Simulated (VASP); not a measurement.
S (a cell with a defect): single point with PBE+D3(BJ)

S (a cell with a defect):

```
S
1.0
   -16.82983  -16.82983    0.00000
   -16.82983   16.82983    0.00000
    16.82983    0.00000  -20.44748
S
15
Cartesian
  -10.3421 -8.7632 -12.0261
  -10.7945 8.4145 -11.9383
  -10.0977 6.7322 -10.9630
  -9.7381 -7.3219 -10.8077
  -10.0977 10.0969 -10.9630
  -8.7632 -10.3421 -12.0261
  -8.4153 6.0353 -11.9383
  -8.4059 -6.0729 -11.9176
  -8.4153 10.7938 -11.9383
  -7.3219 -9.7381 -10.8077
  -6.7329 6.7322 -10.9630
  -6.5747 -6.5747 -11.1387
  -6.7329 10.0969 -10.9630
  -6.0729 -8.4059 -11.9176
  -6.0361 8.4145 -11.9383
```

This cell differs from its parent crystal: atoms taken out, then relaxed in part.

```yaml
Program: VASP 6.6.1
Task: single point
Functional: PBE
Dispersion: D3(BJ)
Potentials_or_basis: VASP PAW PBE potentials, release 64 (S)
Cutoff: 520 eV
k_mesh: 1 × 1 × 1
Occupations: gaussian, width 0.05 eV
Spin: no spin polarisation
Dipole_correction: no
Further_INCAR_settings: LREAL = Auto; ALGO = Normal; EDIFF = 1e-07; NBANDS = 58
```

| Quantity | Value |
| --- | --- |
| Pressure | 0.0 GPa |
| Largest force | 0.142 eV/Å |
| Dispersion energy per atom | -0.074 eV |

Forces in eV/Å, atoms in the order of the input:
```
S    0.082  0.074  0.087
S    0.073  0.001  0.087
S    0.052  0.052 -0.087
S    0.013 -0.060 -0.128
S    0.052 -0.052 -0.087
S    0.074  0.082  0.087
S    0.001  0.073  0.087
S    0.044 -0.078  0.080
S    0.000 -0.074  0.088
S   -0.060  0.013 -0.128
S   -0.052  0.052 -0.087
S   -0.074 -0.074 -0.081
S   -0.052 -0.052 -0.087
S   -0.078  0.044  0.080
S   -0.074  0.000  0.088
```

Levels at points of the mesh, in eV from the Fermi level:
```tsv
k point	band 41	band 42	band 43	band 44	band 45	band 46	band 47	band 48	band 49	band 50
(0.00, 0.00, 0.00)	-0.88	-0.88	-0.78	-0.58	-0.27	2.57	2.57	2.65	2.84	2.91
```

Wall time 36 min on 1 thread of Intel(R) Xeon(R) 6975P-C (Granite Rapids), on a shared host, peak memory 7.9 GiB.

Caveat: the cell differs from its parent crystal (atoms taken out, then relaxed in part).
